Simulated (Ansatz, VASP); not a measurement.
# Two plane-wave programs on Pt

INCAR

```
SYSTEM = Pt
ALGO = Fast
EDIFF = 1E-6
ENCUT = 520
ISIF = 2
ISMEAR = 0
LASPH = .TRUE.
LCHARG = .TRUE.
LELF = .TRUE.
LREAL = .FALSE.
LVHAR = .TRUE.
LWAVE = .FALSE.
NBANDS = 11
NELM = 60
PREC = Accurate
SIGMA = 0.15
```

KPOINTS

```
k-points
0
G
  22 22 22
  0 0 0
```

POSCAR

```
Pt
1.0
   -1.5709942720      1.5709942720      1.5709942720
    1.5709942720     -1.5709942720      1.5709942720
    1.5709942720      1.5709942720     -1.5709942720
Pt
1
Direct
    0.0000000000      0.0000000000      0.0000000000
```

Input for Ansatz:

```yaml
crystal:
  lattice:
    - [-1.570994272, 1.570994272, 1.570994272]
    - [1.570994272, -1.570994272, 1.570994272]
    - [1.570994272, 1.570994272, -1.570994272]
  atoms:
    - { symbol: Pt, position: [0.0, 0.0, 0.0] }
basis:
  ecutwfc: 420
kpoints:
  mp_grid: { grid: [22, 22, 22] }
hamiltonian:
  xc: lda
  pseudopotentials: { kind: paw, azcp: { folder: soft_1 } }
scf:
  occupations: { method: gaussian, width: 0.15 }
output:
  forces: true
  stress: true
  eigenvalues: true
```

Alike in both runs: task single point; functional LDA; k mesh 22 × 22 × 22; occupations gaussian, width 0.15 eV; no spin polarisation.

|  | VASP | Ansatz |
| --- | --- | --- |
| version | VASP 6.6.1 | Ansatz 0.2.0 |
| potentials or method | VASP PAW LDA potentials, release 64 (Pt), cutoff 520 eV | scalar-relativistic, plane waves, PAW |
| valence electrons in the cell | 10 | 18 |

```csv
,VASP,Ansatz,Ansatz less VASP
gap on the k mesh at the Fermi level (eV),none,none,-
pressure (GPa),-9.6,-10.3,-0.66
```

Ansatz warns that its potentials were made for another functional, while VASP's fit it. LDA's correlation is that of Perdew and Zunger in VASP and of Perdew and Wang (1992) in Ansatz. A gap of «none» marks a metal or a gap that the smearing closes. VASP's potentials hold 10 valence electrons a cell and Ansatz's 18, so a difference there can come from the potentials and not from the codes.

Neither program's run includes spin-orbit coupling.
